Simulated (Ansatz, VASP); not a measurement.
**Two plane-wave programs on KCl**

INCAR

```
ALGO = Normal
EDIFF = 1E-6
ENCUT = 520
GGA = CA
ISIF = 2
ISMEAR = 0
LASPH = T
LCHARG = T
LELF = T
LREAL = F
LVHAR = T
LWAVE = F
NBANDS = 15
NELM = 100
PREC = Accurate
SIGMA = 0.05
```

The input KPOINTS:

```
k-points
0
Gamma
  8 8 8
```

File POSCAR:

```
KCl
1.0
    0.0000000000      3.1561000000      3.1561000000
    3.1561000000      0.0000000000      3.1561000000
    3.1561000000      3.1561000000      0.0000000000
K Cl
1 1
Direct
    0.0000000000      0.0000000000      0.0000000000
    0.5000000000      0.5000000000      0.5000000000
```

Input for Ansatz:

```yaml
crystal:
  lattice:
    - [0.0, 3.1561, 3.1561]
    - [3.1561, 0.0, 3.1561]
    - [3.1561, 3.1561, 0.0]
  atoms:
    - { symbol: K, position: [0.0, 0.0, 0.0] }
    - { symbol: Cl, position: [0.5, 0.5, 0.5] }
basis:
  ecutwfc: 420
kpoints:
  mp_grid: { grid: [8, 8, 8] }
hamiltonian:
  xc: lda
scf:
  occupations: { method: gaussian, width: 0.05 }
output:
  forces: true
  stress: true
  eigenvalues: true
```

Alike in both runs: task single point; functional LDA; k mesh 8 × 8 × 8; occupations gaussian, width 0.05 eV; no spin polarisation.

|  | VASP | Ansatz |
| --- | --- | --- |
| version | VASP 6.6.1 | Ansatz 0.2.0 |
| potentials or method | VASP PAW LDA potentials, release 64 (K_sv, Cl), cutoff 520 eV | scalar-relativistic, plane waves, PAW |
| valence electrons in the cell | 16 | 16 |

|  | VASP | Ansatz | Ansatz less VASP |
| --- | --- | --- | --- |
| gap on the k mesh at the Fermi level (eV) | 4.72 | 4.71 | -0.004 |
| least direct gap on the mesh (eV) | 4.72 | 4.71 | -0.004 |
| pressure (GPa) | -2.0 | -2.1 | -0.03 |

LDA's correlation is that of Perdew and Zunger in VASP and of Perdew and Wang (1992) in Ansatz.
